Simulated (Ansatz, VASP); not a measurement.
AlGa3N2 in VASP and in Ansatz

```
Al Ga N
1.0
     3.15991    0.00000    0.00000
     0.00000    3.15991    0.00000
     0.00000    0.00000   10.56297
Al Ga N
1 3 2
Direct
  0.50000 0.50000 0.50000
  0.00000 0.00000 0.00000
  0.00000 0.00000 0.71455
  0.00000 0.00000 0.28545
  0.50000 0.50000 0.84736
  0.50000 0.50000 0.15264
```

Change from the starting cell: species swapped into the MgSc3Ru2 type (P4/mmm, No. 123).

Alike in both runs: task relaxation of cell and atoms; functional PBE; k mesh 6 × 6 × 2; occupations gaussian, width 0.1 eV; no spin polarisation.

```csv
,VASP,Ansatz
version,VASP 6.6.1,Ansatz 0.2.0
potentials or method,"VASP PAW PBE potentials, release 64 (Al, Ga_d, N), cutoff 600 eV","scalar-relativistic, plane waves, PAW"
valence electrons in the cell,52,52
```

|  | VASP | Ansatz | Ansatz less VASP |
| --- | --- | --- | --- |
| gap on the k mesh at the Fermi level, each at its own relaxed structure (eV) | none | none | - |
| relaxed volume (Å³/atom) | 14.10 | 14.09 | -0.007 |
| relaxed cell length with the largest relative difference (Å) | 10.064 | 10.061 | -0.0026 |

A gap of «none» marks a metal or a gap that the smearing closes.

Noted on VASP's run: the volume moved by over 15 % at a fixed basis, so the end points are rough.
